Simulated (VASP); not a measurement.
NaH, 2 atoms in the cell. Symmetry: R3m, No. 160, trigonal system. Conventional cell: a = 3.388 Å, b = 3.388 Å, c = 8.299 Å, α = 90.00°, β = 90.00°, γ = 120.00°. Na (site symmetry 3m) has 6 H at 2.39 to 2.41 Å within 3.2 Å. Within 3.2 Å of H (site symmetry 3m) lie 6 Na at 2.39 to 2.41 Å.  This cell differs from its parent crystal: 0.01, 0.01] A.

* Program: VASP 6.6.1
* Task: single point
* Functional: PBEsol
* Potentials or basis: VASP PAW PBE potentials, release 64 (Na_pv, H)
* Cutoff: 520 eV
* k mesh: 8 × 8 × 8
* Occupations: gaussian, width 0.01 eV
* Spin: no spin polarisation
* Dipole correction: no
* Further INCAR settings: ALGO = Normal; EDIFF = 1e-07; NBANDS = 11

Potentials or basis: VASP PAW PBE potentials, release 64 (Na_pv, H).

The run is started by

```sh
$ cat potpaw_PBE.64/Na_pv/POTCAR potpaw_PBE.64/H/POTCAR > POTCAR
$ mpirun -np 1 vasp_std > vasp.out
```

Hardware: 1 thread of Intel Xeon 8259CL (shared host).

Task: How long does it take, and how much memory?

Result: It took 24 s on 1 thread of Intel Xeon 8259CL, on a shared host, peak memory 0.16 GiB. Counts: scf iterations 12, k points 65.
